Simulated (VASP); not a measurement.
CuCl, 2 atoms in the cell. The typed cell holds 2 atoms: a = 3.836 Å, b = 3.836 Å, c = 3.836 Å, α = 60.01°, β = 60.01°, γ = 60.01°. 

| Item | Value |
| --- | --- |
| Program | VASP 6.6.1 |
| Task | density of states |
| Functional | PBE |
| Potentials or basis | VASP PAW PBE potentials, release 64 (Cu, Cl) |
| Cutoff | 520 eV |
| k mesh | 12 × 12 × 12 |
| Occupations | gaussian, width 0.02 eV |
| Spin | no spin polarisation |
| Dipole correction | no |
| k mesh for the DOS | 18 × 18 × 18 |
| Occupations for the DOS | tetrahedron |
| Further INCAR settings | ALGO = Normal; EDIFF = 1e-06; NBANDS = 16 |

Potentials or basis: VASP PAW PBE potentials, release 64 (Cu, Cl).

The run is started by

```bash
$ cat potpaw_PBE.64/Cu/POTCAR potpaw_PBE.64/Cl/POTCAR > POTCAR
$ cp INCAR.step1 INCAR
$ cp KPOINTS.step1 KPOINTS
$ mpirun -np 1 vasp_std > vasp.out
$ cp INCAR.step2 INCAR
$ cp KPOINTS.step2 KPOINTS
$ mpirun -np 1 vasp_std > vasp.out
```

Hardware: 1 thread of Intel(R) Xeon(R) Platinum 8375C CPU @ 2.90GHz (Ice Lake), with other jobs on the host.

**Question.** Estimate the wall time of this run.

**Answer.** It took 6 min on 1 thread of Intel(R) Xeon(R) Platinum 8375C CPU @ 2.90GHz (Ice Lake), on a shared host, peak memory 0.45 GiB. Counts: k points 580.
